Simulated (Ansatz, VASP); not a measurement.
**One calculation of HfC, two programs**

```
CELL_PARAMETERS angstrom
0.00000 2.37150 2.32500
2.37150 0.00000 2.32500
2.37150 2.37150 0.00000
ATOMIC_POSITIONS crystal
Hf 0.50000 0.50000 0.50000
C 0.00000 0.00000 0.00000
```

Change from the starting cell: equal xx and yy strain of +2 %.

Alike in both runs: task single point; functional LDA; k mesh 12 × 12 × 12; occupations fermi-dirac, width 0.05 eV; no spin polarisation.

|  | VASP | Ansatz |
| --- | --- | --- |
| version | VASP 6.6.1 | Ansatz 0.2.0 |
| potentials or method | VASP PAW LDA potentials, release 64 (Hf_pv, C), cutoff 520 eV | all-electron LAPW, scalar-relativistic |

Ansatz gave:

```
pressure (GPa)                                                : -19.4
traceless stress, the component that is largest in VASP (GPa) : 4.20
```

Which values does VASP return?

Pressure (GPa): -19.4; traceless stress, the component that is largest in VASP (GPa): 4.29.

LDA's correlation is that of Perdew and Zunger in VASP and of Perdew and Wang (1992) in Ansatz. Ansatz ran all-electron here, and VASP with PAW potentials.

Spin-orbit coupling is off throughout.
